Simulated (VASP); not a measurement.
# TiAl3Ni2 (P-3m1) in VASP: single point with PBE

Aim: the single point of TiAl3Ni2 with PBE.

Everything below comes from runs of VASP 6.6.1. Logs are shortened: lines on timing, memory, paths and dates and some standing lists are left out, and cuts for length are marked.

## Step 1: The cell of the first run

Symmetry: P-3m1, No. 164, trigonal system. Conventional cell: a = 4.183 Å, b = 4.183 Å, c = 5.430 Å, α = 90.00°, β = 90.00°, γ = 120.00°. Within 3.6 Å of Ti (site symmetry -3m) lie 8 Al at 2.71 to 2.76 Å and 6 Ni at 2.78 Å. Al (site symmetry 3m) has 5 Ni at 2.42 to 2.72 Å and 3 Ti at 2.76 Å and 3 Al at 2.78 Å within 3.2 Å. Within 3.6 Å of Al (site symmetry -3m) lie 2 Ti at 2.71 Å and 6 Ni at 2.76 Å and 6 Al at 2.78 Å. Within 3.2 Å of Ni (site symmetry 3m) lie 8 Al at 2.42 to 2.76 Å and 3 Ti at 2.78 Å.

## Step 2: Single point, PBE

Contents of INCAR:

```
SYSTEM = TiAl3Ni2
PREC = Accurate
ENCUT = 550
EDIFF = 1E-6
ISMEAR = 0
SIGMA = 0.1
LREAL = .False.
LASPH = .True.
NELM = 300
ALGO = All
ISIF = 2
LWAVE = .False.
LCHARG = .True.
GGA = PE
LVHAR = .True.
NBANDS = 30
GGA_COMPAT = .False.
ISEARCH = 1
KPAR = 4
```

Contents of KPOINTS:

```
regular mesh
0
Gamma
  12 12 8
  0 0 0
```

Contents of POSCAR:

```
TiAl3Ni2
1.0
    4.1826855462      0.0000000000      0.0000000000
   -2.0913427731      3.6223119390      0.0000000000
    0.0000000000      0.0000000000      5.4299762883
Ti Al Ni
1 3 2
Direct
    0.0000000000      0.0000000000      0.5000000000
    0.3333333333      0.6666666667      0.2537020675
    0.6666666667      0.3333333333      0.7462979325
    0.0000000000      0.0000000000      0.0000000000
    0.3333333333      0.6666666667      0.7532829734
    0.6666666667      0.3333333333      0.2467170266
```

Potentials or basis: VASP PAW PBE potentials, release 64 (Ti_sv, Al, Ni).

The run is started by

```sh
cat potpaw_PBE.64/Ti_sv/POTCAR potpaw_PBE.64/Al/POTCAR potpaw_PBE.64/Ni/POTCAR > POTCAR
mpirun -np 4 vasp_std > vasp.out
```

OUTCAR:

```text
SYSTEM = TiAl3Ni2
   PREC = Accurate
   ENCUT = 550
   EDIFF = 1E-6
   ISMEAR = 0
   LREAL = .False.
   LASPH = .True.
   NELM = 300
   ISIF = 2
   GGA = PE

 ion  position               nearest neighbor table
   1  0.000  0.000  0.500-   4 2.71   4 2.71   2 2.76   3 2.76   2 2.76   3 2.76   3 2.76   2 2.76
                             6 2.78   5 2.78   6 2.78   5 2.78   6 2.78   5 2.78
   2  0.333  0.667  0.254-   6 2.42   6 2.42   6 2.42   5 2.71   5 2.72   1 2.76   1 2.76   1 2.76
                             4 2.78   4 2.78   4 2.78
   3  0.667  0.333  0.746-   5 2.42   5 2.42   5 2.42   6 2.71   6 2.72   1 2.76   1 2.76   1 2.76
                             4 2.78   4 2.78   4 2.78
   4  0.000  0.000  0.000-   1 2.71   1 2.71   6 2.76   5 2.76   5 2.76   6 2.76   6 2.76   5 2.76
                             3 2.78   2 2.78   2 2.78   3 2.78   2 2.78   3 2.78
   5  0.333  0.667  0.753-   3 2.42   3 2.42   3 2.42   2 2.71   2 2.72   4 2.76   4 2.76   4 2.76
                             1 2.78   1 2.78   1 2.78
   6  0.667  0.333  0.247-   2 2.42   2 2.42   2 2.42   3 2.71   3 2.72   4 2.76   4 2.76   4 2.76
                             1 2.78   1 2.78   1 2.78

  LATTYP: Found a hexagonal cell.
 ALAT       =     4.1826855462
 C/A-ratio  =     1.2982033261

  Lattice vectors:

 A1 = (   4.1826855462,   0.0000000000,   0.0000000000)
 A2 = (  -2.0913427731,   3.6223119390,   0.0000000000)
 A3 = (   0.0000000000,   0.0000000000,   5.4299762883)

Analysis of symmetry for initial positions (statically):
=====================================================================
 Subroutine PRICEL returns:
 Original cell was already a primitive cell.

 Routine SETGRP: Setting up the symmetry group for a
 hexagonal supercell.

 Subroutine GETGRP returns: Found 12 space group operations
 (whereof 12 operations were pure point group operations)
 out of a pool of 24 trial point group operations.

The static configuration has the point symmetry D_3d.

Analysis of symmetry for dynamics (positions and initial velocities):
=====================================================================
 Subroutine PRICEL returns:
 Original cell was already a primitive cell.

 Routine SETGRP: Setting up the symmetry group for a
 hexagonal supercell.

 Subroutine GETGRP returns: Found 12 space group operations
 (whereof 12 operations were pure point group operations)
 out of a pool of 24 trial point group operations.

The dynamic configuration has the point symmetry D_3d.

 Subroutine INISYM returns: Found 12 space group operations
 (whereof 12 operations are pure point group operations),
 and found     1 'primitive' translations

----------------------------------------------------------------------------------------

                                     Primitive cell

  volume of cell :      82.2695

  direct lattice vectors                    reciprocal lattice vectors
     4.182685546  0.000000000  0.000000000     0.239080846  0.138033391  0.000000000
    -2.091342773  3.622311939  0.000000000     0.000000000  0.276066782  0.000000000
     0.000000000  0.000000000  5.429976288     0.000000000  0.000000000  0.184162867

  length of vectors
     4.182685546  4.182685546  5.429976288     0.276066782  0.276066782  0.184162867

  position of ions in fractional coordinates (direct lattice)
     0.000000000  0.000000000  0.500000000
     0.333333333  0.666666667  0.253702068
     0.666666667  0.333333333  0.746297932
     0.000000000  0.000000000  0.000000000
     0.333333333  0.666666667  0.753282973
     0.666666667  0.333333333  0.246717027

  ion indices of the primitive-cell ions
   primitive index   ion index
                 1           1
                 2           2
                 3           3
                 4           4
                 5           5
                 6           6

----------------------------------------------------------------------------------------

 KPOINTS: regular mesh

Automatic generation of k-mesh.
 Grid dimensions read from file:
 generate k-points for:   12   12    8

 Generating k-lattice:

  Cartesian coordinates                     Fractional coordinates (reciprocal lattice)
     0.019923404  0.011502783  0.000000000     0.083333333  0.000000000  0.000000000
     0.000000000  0.023005565  0.000000000     0.000000000  0.083333333  0.000000000
     0.000000000  0.000000000  0.023020358     0.000000000  0.000000000  0.125000000

  Length of vectors
     0.023005565  0.023005565  0.023020358

  Shift w.r.t. Gamma in fractional coordinates (k-lattice)
     0.000000000  0.000000000  0.000000000

 Subroutine IBZKPT returns following result:
 ===========================================

 Found    131 irreducible k-points:

 Following reciprocal coordinates:
            Coordinates               Weight
  0.000000  0.000000  0.000000      1.000000
  0.083333 -0.000000  0.000000      6.000000
  0.166667  0.000000  0.000000      6.000000
  0.250000  0.000000  0.000000      6.000000
  0.333333  0.000000  0.000000      6.000000
  0.416667  0.000000  0.000000      6.000000
[... 16 lines left out ...]
  0.166667  0.000000  0.125000      6.000000
  0.000000  0.166667  0.125000      6.000000
 [... further k-points ...]
   k-points           NKPTS =    131   k-points in BZ     NKDIM =    131   number of bands    NBANDS=     30
   number of dos      NEDOS =    301   number of ions     NIONS =      6
   total plane-waves  NPLWV =  43008
   dimension x,y,z NGX =    32 NGY =   32 NGZ =   42
   dimension x,y,z NGXF=    64 NGYF=   64 NGZF=   84
   ions per type =               1   3   2
   NGX,Y,Z   is equivalent  to a cutoff of  12.72, 12.72, 12.86 a.u.
   NGXF,Y,Z  is equivalent  to a cutoff of  25.44, 25.44, 25.72 a.u.
 SYSTEM =  TiAl3Ni2
   PREC   = accura    normal or accurate (medium, high low for compatibility)
   ISTART =      0    job   : 0-new  1-cont  2-samecut
   ICHARG =      2    charge: 1-file 2-atom 10-const
   ISPIN  =      1    spin polarized calculation?
   LNONCOLLINEAR =      F non collinear calculations
   LSORBIT =      F    spin-orbit coupling
   LASPH  =      T    aspherical Exc in radial PAW
   ENCUT  =  550.0 eV  40.42 Ry    6.36 a.u.   8.00  8.00 10.38*2*pi/ulx,y,z
   NELM   =    300;   NELMIN=  2; NELMDL= -5     # of ELM steps
   EDIFF  = 0.1E-05   stopping-criterion for ELM
   LREAL  =      F    real-space projection
   EDIFFG = 0.1E-04   stopping-criterion for IOM
   NSW    =      0    number of steps for IOM
   IBRION =     -1    ionic relax: 0-MD 1-quasi-New 2-CG
   NFREE  =      0    steps in history (QN), initial steepest desc. (CG)
   ISIF   =      2    stress and relaxation
   ISYM   =      2    0-nonsym 1-usesym 2-fastsym
   POTIM  = 0.5000    time-step for ionic-motion
   TEBEG  =    0.0;   TEEND  =   0.0 temperature during run
   PSTRESS=    0.0 pullay stress
   NELECT =      41.0000    total number of electrons
   NUPDOWN=      -1.0000    fix difference up-down
   EMIN   =  10.00;   EMAX   =-10.00  energy-range for DOS
   EFERMI =   0.00;   METHOD = LEGACY
   ISMEAR =     0;   SIGMA  =   0.10  broadening in eV -4-tet -1-fermi 0-gaus
   EFERMI_NEDOS =   21; number of points for ismear=-14 and -15
   IALGO  =     58    algorithm
   IMIX   =      4    mixing-type and parameters
     AMIX     =   0.40;   BMIX     =  1.00
     AMIX_MAG =   1.60;   BMIX_MAG =  1.00
  volume/ion in A,a.u.               =      13.71        92.53
  Fermi-wavevector in a.u.,A,eV,Ry     =   1.297945  2.452761 22.921225  1.684662
  Thomas-Fermi vector in A             =   2.429305
   LORBIT       =      0    0 simple, 1 ext, 2 COOP (PROOUT), +10 PAW based schemes
   GGA     = PE    functional components
   LHFCALC =     F    Hartree Fock is set to
   AEXX    =    0.0000 exact exchange contribution
   IVDW    =     0    specifies the selected vdW correction
   LEPSILON=     F    determine dielectric tensor
   LRPA    =     F    only Hartree local field effects (RPA)
 non-spin polarized calculation
 Gauss-broadening in eV      SIGMA  =   0.10
  energy-cutoff  :      550.00
  volume of cell :       82.27
 maximum number of plane-waves:      2436
   NGX = 15   NGY = 15   NGZ = 21

 number of electron      40.9999995 magnetization

 Free energy of the ion-electron system (eV)
  ---------------------------------------------------
  ext. energy  EPLUGINS =         0.00000000
  ---------------------------------------------------
  free energy    TOTEN  =       -33.07436568 eV

  energy without entropy =      -33.05699070  energy(sigma->0) =      -33.06567819

 E-fermi :   9.0639     XC(G=0): -11.5308

 val. band max:        9.0615028719   @ k =   0.0000   0.2500   0.1250
 cond. band min:       9.0647358293   @ k =  -0.0833   0.3333   0.3750
 fundamental gap:      0.0032329574
 Fermi energy:         9.0639035038

 k-point     1 :       0.0000    0.0000    0.0000
  band No.  band energies     occupation
      1     -47.8507      2.00000
      2     -24.1646      2.00000
      3     -24.1646      2.00000
      4     -24.0569      2.00000
      5      -1.1515      2.00000
      6       3.2086      2.00000
[... 22 lines left out ...]
     29      13.8343      0.00000
     30      13.9471      0.00000

 k-point     2 :       0.0833   -0.0000    0.0000
  band No.  band energies     occupation
      1     -47.8507      2.00000
      2     -24.1655      2.00000
      3     -24.1648      2.00000
      4     -24.0567      2.00000
      5      -1.0699      2.00000
      6       3.2595      2.00000
[... 22 lines left out ...]
     29      13.8669      0.00000
     30      14.1494      0.00000

 k-point     3 :       0.1667    0.0000    0.0000
  band No.  band energies     occupation
      1     -47.8506      2.00000
      2     -24.1680      2.00000
      3     -24.1654      2.00000
      4     -24.0563      2.00000
      5      -0.8268      2.00000
      6       3.4023      2.00000
[... 682 lines left out ...]
     29      13.8973      0.00000
     30      14.3772      0.00000

 k-point    24 :       0.0000    0.1667    0.1250
  band No.  band energies     occupation
      1     -47.8506      2.00000
      2     -24.1680      2.00000
      3     -24.1654      2.00000
      4     -24.0565      2.00000
      5      -0.7518      2.00000
      6       2.8823      2.00000
[... 22 lines left out ...]
     29      13.8857      0.00000
     30      14.2767      0.00000

 [... further k-points ...]

------------------------ aborting loop because EDIFF is reached ----------------------------------------

  FORCE on cell =-STRESS in cart. coord.  units (eV):
  Direction    XX          YY          ZZ          XY          YZ          ZX
  --------------------------------------------------------------------------------------
  -------------------------------------------------------------------------------------
  Total        0.0421785      0.0421785      0.0031988     -0.0000000     -0.0000000      0.0000000
  in kB        0.8214148      0.8214148      0.0622953     -0.0000000     -0.0000000      0.0000000
  external PRESSURE =       0.5683750 kB  Pullay stress =       0.0000000 kB

 VOLUME and BASIS-vectors are now :
 -----------------------------------------------------------------------------
  energy-cutoff  :      550.00
  volume of cell :       82.27
      direct lattice vectors                 reciprocal lattice vectors
     4.182685546  0.000000000  0.000000000     0.239080846  0.138033391  0.000000000
    -2.091342773  3.622311939  0.000000000     0.000000000  0.276066782  0.000000000
     0.000000000  0.000000000  5.429976288     0.000000000  0.000000000  0.184162867

 POSITION                                       TOTAL-FORCE (eV/Angst)
 -----------------------------------------------------------------------------------
      0.00000      0.00000      2.71499         0.000000      0.000000      0.000000
     -0.00000      2.41487      1.37760        -0.000000      0.000000      0.008941
      2.09134      1.20744      4.05238         0.000000     -0.000000     -0.008941
      0.00000      0.00000      0.00000         0.000000      0.000000      0.000000
     -0.00000      2.41487      4.09031         0.000000     -0.000000      0.003342
      2.09134      1.20744      1.33967        -0.000000      0.000000     -0.003342
 -----------------------------------------------------------------------------------
    total drift:                               -0.000000      0.000000      0.000000

  FREE ENERGIE OF THE ION-ELECTRON SYSTEM (eV)
  ---------------------------------------------------
  free  energy   TOTEN  =       -33.0743656798 eV

  energy  without entropy=      -33.0569919863  energy(sigma->0) =      -33.06567883
```

It took 2.3 min on 4 MPI ranks of Intel Xeon Platinum 8259CL at 2.50GHz (Skylake/Cascade Lake), shared host; peak memory 0.74 GiB.

Results:

| Property | Result |
| --- | --- |
| Free energy | -33.0744 eV |
| Pressure | 0.1 GPa |
| Largest force | 0.009 eV/Å |
| Band gap on the k mesh | zero (an odd number of electrons rules out a gap without spin polarisation) |

Forces on the atoms (eV/Å):
```
Ti   0.000  0.000  0.000
Al   0.000  0.000  0.009
Al   0.000  0.000 -0.009
Al   0.000  0.000  0.000
Ni   0.000  0.000  0.003
Ni   0.000  0.000 -0.003
```

Stress tensor (GPa, compression positive):
```
0.08 0.00 0.00
0.00 0.08 0.00
0.00 0.00 0.01
```

Spin polarisation is off, so any magnetic state and its effect on volume and gap are missing.
